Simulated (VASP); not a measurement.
Input of a VASP 6.6.1 run:

The input INCAR:

```
SYSTEM = C
PREC = Accurate
ENCUT = 520
EDIFF = 1E-6
ISMEAR = 0
SIGMA = 0.1
LREAL = .False.
LASPH = .True.
NELM = 60
ALGO = Normal
ISIF = 2
LWAVE = .False.
LCHARG = .True.
LDIPOL = .True.
IDIPOL = 3
DIPOL = 0.5 0.5 0.500
GGA = PE
IVDW = 12
LELF = .True.
LVHAR = .True.
LVACPOTAV = .True.
NBANDS = 11
```

The input KPOINTS:

```
regular mesh
0
Gamma
  18 18 1
  0 0 0
```

The input POSCAR:

```
C
1.0
    2.4657238889      0.0000000000      0.0000000000
   -1.2328619445      2.1353795265      0.0000000000
    0.0000000000      0.0000000000     26.0000004707
C
2
Direct
    0.0000000000      0.0000000000      0.5000000000
    0.6666666667      0.3333333333      0.5000000000
```

Potentials or basis: VASP PAW PBE potentials, release 64 (C).

The run is started by

```console
$ cat potpaw_PBE.64/C/POTCAR > POTCAR
$ mpirun -np 1 vasp_std > vasp.out
```

(1) What does it give for the dispersion energy per atom?

(2) What does it give for the band gap on the k mesh?

## Answers

(1) -0.089 eV.

(2) zero (filled and empty bands touch).
